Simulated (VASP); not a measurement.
# MgO (Periclase) (Fm-3m) in VASP: notebook

MgO (Periclase) is run at these levels: PBE; tasks: single point, relaxation of cell and atoms.

Everything below comes from runs of VASP 6.6.1. Logs are shortened: lines on timing, memory, paths and dates and some standing lists are left out, and cuts for length are marked.

## Step 1: The cell of the first run

It takes space group Fm-3m (No. 225, cubic). Conventional cell: a = 4.254 Å, b = 4.254 Å, c = 4.254 Å, α = 90.00°, β = 90.00°, γ = 90.00°. Mg (site symmetry m-3m) has 6 O at 2.13 Å within 2.8 Å. O (site symmetry m-3m) has 6 Mg at 2.13 Å within 2.8 Å.

## Step 2: Single point, PBE

INCAR

```
SYSTEM = MgO
PREC     = Accurate       ! precision mode
ENCUT    = 520            ! plane-wave cutoff, eV
EDIFF    = 1E-6           ! SCF threshold, eV
ISMEAR   = 0              ! smearing method
SIGMA    = 0.01           ! smearing width, eV
LREAL    = .FALSE.        ! projectors in reciprocal space
LASPH    = .TRUE.         ! aspherical terms in the spheres
NELM     = 100            ! most SCF steps
ALGO     = Normal         ! electronic algorithm
ISIF     = 2              ! what is computed and relaxed
LWAVE    = .FALSE.        ! write WAVECAR
LCHARG   = .FALSE.        ! write CHGCAR
GGA      = PE             ! functional
NBANDS   = 11             ! bands
```

KPOINTS

```
Automatic mesh
0
G
  10 10 10
  0 0 0
```

POSCAR

```
MgO
1.0
    0.0000000000      2.1268779578      2.1268779578
    2.1268779578      0.0000000000      2.1268779578
    2.1268779578      2.1268779578      0.0000000000
Mg O
1 1
Direct
    0.0000000000      0.0000000000      0.0000000000
    0.5000000000      0.5000000000      0.5000000000
```

Potentials or basis: VASP PAW PBE potentials, release 64 (Mg, O).

Run with:

```bash
$ cat potpaw_PBE.64/Mg/POTCAR potpaw_PBE.64/O/POTCAR > POTCAR
$ mpirun -np 1 vasp_std > vasp.out
```

OUTCAR:

```text
SYSTEM = MgO
   PREC = Accurate
   ENCUT = 520
   EDIFF = 1E-6
   ISMEAR = 0
   LREAL = .FALSE.
   LASPH = .TRUE.
   NELM = 100
   ISIF = 2
   GGA = PE

 ion  position               nearest neighbor table
   1  0.000  0.000  0.000-   2 2.13   2 2.13   2 2.13   2 2.13   2 2.13   2 2.13
   2  0.500  0.500  0.500-   1 2.13   1 2.13   1 2.13   1 2.13   1 2.13   1 2.13

  LATTYP: Found a face centered cubic cell.
 ALAT       =     4.2537559156

  Lattice vectors:

 A1 = (   0.0000000000,   2.1268779578,   2.1268779578)
 A2 = (   2.1268779578,   0.0000000000,   2.1268779578)
 A3 = (   2.1268779578,   2.1268779578,   0.0000000000)

Analysis of symmetry for initial positions (statically):
=====================================================================
 Subroutine PRICEL returns:
 Original cell was already a primitive cell.

 Routine SETGRP: Setting up the symmetry group for a
 face centered cubic supercell.

 Subroutine GETGRP returns: Found 48 space group operations
 (whereof 48 operations were pure point group operations)
 out of a pool of 48 trial point group operations.

The static configuration has the point symmetry O_h .

Analysis of symmetry for dynamics (positions and initial velocities):
=====================================================================
 Subroutine PRICEL returns:
 Original cell was already a primitive cell.

 Routine SETGRP: Setting up the symmetry group for a
 face centered cubic supercell.

 Subroutine GETGRP returns: Found 48 space group operations
 (whereof 48 operations were pure point group operations)
 out of a pool of 48 trial point group operations.

The dynamic configuration has the point symmetry O_h .

 Subroutine INISYM returns: Found 48 space group operations
 (whereof 48 operations are pure point group operations),
 and found     1 'primitive' translations

----------------------------------------------------------------------------------------

                                     Primitive cell

  volume of cell :      19.2423

  direct lattice vectors                    reciprocal lattice vectors
     0.000000000  2.126877958  2.126877958    -0.235086361  0.235086361  0.235086361
     2.126877958  0.000000000  2.126877958     0.235086361 -0.235086361  0.235086361
     2.126877958  2.126877958  0.000000000     0.235086361  0.235086361 -0.235086361

  length of vectors
     3.007859653  3.007859653  3.007859653     0.407181522  0.407181522  0.407181522

  position of ions in fractional coordinates (direct lattice)
     0.000000000  0.000000000  0.000000000
     0.500000000  0.500000000  0.500000000

[... 81 lines left out ...]
   NFREE  =      0    steps in history (QN), initial steepest desc. (CG)
   ISIF   =      2    stress and relaxation
   ISYM   =      2    0-nonsym 1-usesym 2-fastsym
   POTIM  = 0.5000    time-step for ionic-motion
   TEBEG  =    0.0;   TEEND  =   0.0 temperature during run
   PSTRESS=    0.0 pullay stress
   NELECT =       8.0000    total number of electrons
   NUPDOWN=      -1.0000    fix difference up-down
   EMIN   =  10.00;   EMAX   =-10.00  energy-range for DOS
   EFERMI =   0.00;   METHOD = LEGACY
   ISMEAR =     0;   SIGMA  =   0.01  broadening in eV -4-tet -1-fermi 0-gaus
   EFERMI_NEDOS =   21; number of points for ismear=-14 and -15
   IALGO  =     38    algorithm
   IMIX   =      4    mixing-type and parameters
     AMIX     =   0.40;   BMIX     =  1.00
     AMIX_MAG =   1.60;   BMIX_MAG =  1.00
  volume/ion in A,a.u.               =       9.62        64.93
  Fermi-wavevector in a.u.,A,eV,Ry     =   1.221853  2.308967 20.312471  1.492925
  Thomas-Fermi vector in A             =   2.357020
   LORBIT       =      0    0 simple, 1 ext, 2 COOP (PROOUT), +10 PAW based schemes
   GGA     = PE    functional components
   LHFCALC =     F    Hartree Fock is set to
   AEXX    =    0.0000 exact exchange contribution
   IVDW    =     0    specifies the selected vdW correction
   LEPSILON=     F    determine dielectric tensor
   LRPA    =     F    only Hartree local field effects (RPA)
 non-spin polarized calculation
 Gauss-broadening in eV      SIGMA  =   0.01
  energy-cutoff  :      520.00
  volume of cell :       19.24
 maximum number of plane-waves:       534
 NGX is ok and might be reduce to    24
   NGX = 11   NGY = 11   NGZ = 11

 number of electron       8.0000004 magnetization

 Free energy of the ion-electron system (eV)
  ---------------------------------------------------
  ext. energy  EPLUGINS =         0.00000000
  ---------------------------------------------------
  free energy    TOTEN  =       -11.91168395 eV

  energy without entropy =      -11.91168395  energy(sigma->0) =      -11.91168395

 E-fermi :   3.0129     XC(G=0): -10.9395

 val. band max:        2.9687848727   @ k =   0.0000   0.0000   0.0000
 cond. band min:       7.4129084762   @ k =   0.0000   0.0000   0.0000
 fundamental gap:      4.4441236035
 Fermi energy:         3.0129471337

 k-point     1 :       0.0000    0.0000    0.0000
  band No.  band energies     occupation
      1     -14.1458      2.00000
      2       2.9688      2.00000
      3       2.9688      2.00000
      4       2.9688      2.00000
      5       7.4129      0.00000
      6      18.6007      0.00000
      7      18.6007      0.00000
      8      18.6007      0.00000
      9      22.4403      0.00000
     10      24.1805      0.00000
     11      24.1805      0.00000
[... 309 lines left out ...]
 k-point    24 :       0.4000    0.3000    0.0000
  band No.  band energies     occupation
      1     -12.9742      2.00000
      2      -0.5110      2.00000
      3       1.7082      2.00000
      4       1.9195      2.00000
      5      12.2523      0.00000
      6      13.0525      0.00000
      7      16.2581      0.00000
      8      20.7607      0.00000
      9      20.9623      0.00000
     10      27.4932      0.00000
     11      29.3581      0.00000

 [... further k-points ...]
[... 5 lines left out ...]
  --------------------------------------------------------------------------------------
  -------------------------------------------------------------------------------------
  Total       -0.0893892     -0.0893892     -0.0893892      0.0000000     -0.0000000      0.0000000
  in kB       -7.4428258     -7.4428258     -7.4428258      0.0000000     -0.0000000      0.0000000
  external PRESSURE =      -7.4428258 kB  Pullay stress =       0.0000000 kB

 VOLUME and BASIS-vectors are now :
 -----------------------------------------------------------------------------
  energy-cutoff  :      520.00
  volume of cell :       19.24
      direct lattice vectors                 reciprocal lattice vectors
     0.000000000  2.126877958  2.126877958    -0.235086361  0.235086361  0.235086361
     2.126877958  0.000000000  2.126877958     0.235086361 -0.235086361  0.235086361
     2.126877958  2.126877958  0.000000000     0.235086361  0.235086361 -0.235086361

 POSITION                                       TOTAL-FORCE (eV/Angst)
 -----------------------------------------------------------------------------------
      0.00000      0.00000      0.00000        -0.000000     -0.000000      0.000000
      2.12688      2.12688      2.12688         0.000000      0.000000      0.000000
 -----------------------------------------------------------------------------------
    total drift:                               -0.000000     -0.000000      0.000000

  FREE ENERGIE OF THE ION-ELECTRON SYSTEM (eV)
  ---------------------------------------------------
  free  energy   TOTEN  =       -11.9116839535 eV

  energy  without entropy=      -11.9116839535  energy(sigma->0) =      -11.91168395
```

OSZICAR:

```text
N       E                     dE             d eps       ncg     rms          rms(c)
DAV:   1     0.154831067586E+02    0.15483E+02   -0.45282E+03  1178   0.638E+02
DAV:   2    -0.127641867702E+02   -0.28247E+02   -0.26950E+02  1208   0.136E+02
DAV:   3    -0.134664788902E+02   -0.70229E+00   -0.70151E+00  1234   0.187E+01
DAV:   4    -0.134683718581E+02   -0.18930E-02   -0.18929E-02  1118   0.109E+00
DAV:   5    -0.134683776383E+02   -0.57802E-05   -0.57802E-05  1220   0.606E-02    0.719E+00
DAV:   6    -0.119309758947E+02    0.15374E+01   -0.89996E+00  1073   0.163E+01    0.227E+00
DAV:   7    -0.119177209623E+02    0.13255E-01   -0.61625E-02  1118   0.217E+00    0.135E+00
DAV:   8    -0.119121261260E+02    0.55948E-02   -0.30047E-02  1091   0.193E+00    0.251E-01
DAV:   9    -0.119117048485E+02    0.42128E-03   -0.62641E-04  1169   0.175E-01    0.141E-01
DAV:  10    -0.119116817736E+02    0.23075E-04   -0.54020E-04  1142   0.172E-01    0.827E-03
DAV:  11    -0.119116841077E+02   -0.23341E-05   -0.31719E-06  1187   0.142E-02    0.597E-03
DAV:  12    -0.119116839535E+02    0.15412E-06   -0.69961E-07   637   0.625E-03
   1 F= -.11911684E+02 E0= -.11911684E+02  d E =-.573198E-13
```

Wall time 5.3 s (1 thread of Intel Xeon Platinum 8559C (Emerald Rapids), shared host); peak memory 0.14 GiB.

Results:

* Free energy: -11.9117 eV
* Pressure: -0.7 GPa
* Band gap on the k mesh: 4.44 eV, direct

Levels at points of the mesh, in eV from the valence-band top:
```csv
k point,band 1,band 2,band 3,band 4,band 5,band 6,band 7,band 8
"(0.00, 0.00, 0.00)",-17.11,0.00,0.00,0.00,4.44,15.63,15.63,15.63
"(0.50, 0.00, 0.00)",-15.90,-4.49,-0.62,-0.62,7.71,12.27,16.01,16.01
"(0.50, 0.50, 0.00)",-15.66,-3.96,-1.31,-1.31,9.08,9.65,12.79,18.53
```

Expect the measured gap to be larger: semilocal functionals such as PBE lack the derivative discontinuity.

## Step 3: Relaxation of cell and atoms, PBE

INCAR

```
SYSTEM = MgO
ALGO = Normal ; EDIFF = 1E-6
EDIFFG = -0.001 ; ENCUT = 600
GGA = PE ; IBRION = 2
ISIF = 3 ; ISMEAR = 0
LASPH = .TRUE. ; LCHARG = .FALSE.
LREAL = .FALSE. ; LWAVE = .FALSE.
NELM = 100 ; NSW = 80
PREC = Accurate ; SIGMA = 0.01
```

KPOINTS

```
k-points
0
G
  10 10 10
  0 0 0
```

POSCAR

```
MgO
1.0
    0.0000000000      2.1268522619      2.1268522619
    2.1268522619      0.0000000000      2.1268522619
    2.1268522619      2.1268522619      0.0000000000
Mg O
1 1
Direct
    0.0000000000      0.0000000000      0.0000000000
    0.5000000000      0.5000000000      0.5000000000
```

Potentials or basis: VASP PAW PBE potentials, release 64 (Mg, O).

Run with:

```bash
$ cat potpaw_PBE.64/Mg/POTCAR potpaw_PBE.64/O/POTCAR > POTCAR
$ mpirun -np 1 vasp_std > vasp.out
```

Wall time 8.1 s (1 thread of Intel Xeon Platinum 8559C (Emerald Rapids), shared host); peak memory 0.14 GiB.

The run converged. Its results:

```
Free energy                            : -11.9152 eV
Relaxed volume                         : 9.56 Å³/atom
Relaxed cell                           : a = 3.001 Å, b = 3.001 Å, c = 3.001 Å, α = 60.00°, β = 60.00°, γ = 60.00°
Space group after relaxing (to 0.05 Å) : Fm-3m (No. 225)
Energy gained by relaxing              : 0.2 meV/atom
Ionic steps                            : 3
Pressure after relaxing                : 0.0 GPa
Band gap on the k mesh                 : 4.51 eV, direct
```

The path:
| step | energy change (eV) | largest force (eV/Å) | pressure (GPa) | volume (Å³) |
| --- | --- | --- | --- | --- |
| 1 | 0.0000 | 0.0000 | -1.00 | 19.24 |
| 2 | -0.0003 | 0.0000 | 0.34 | 19.08 |
| 3 | -0.0004 | 0.0000 | -0.01 | 19.12 |

Final structure:
```
Mg O
1.0
     0.00000    2.12235    2.12235
     2.12235    0.00000    2.12235
     2.12235    2.12235    0.00000
Mg O
1 1
Direct
  0.00000 0.00000 0.00000
  0.50000 0.50000 0.50000
```

Levels at points of the mesh, in eV from the valence-band top:
```
           k point  band 2  band 3  band 4  band 5  band 6  band 7
(0.00, 0.00, 0.00)    0.00    0.00    0.00    4.51   15.67   15.67
(0.50, 0.00, 0.00)   -4.52   -0.63   -0.63    7.75   12.34   16.08
(0.50, 0.50, 0.00)   -3.99   -1.32   -1.32    9.09    9.72   12.85
```

As with any semilocal functional, this PBE gap is likely too small.
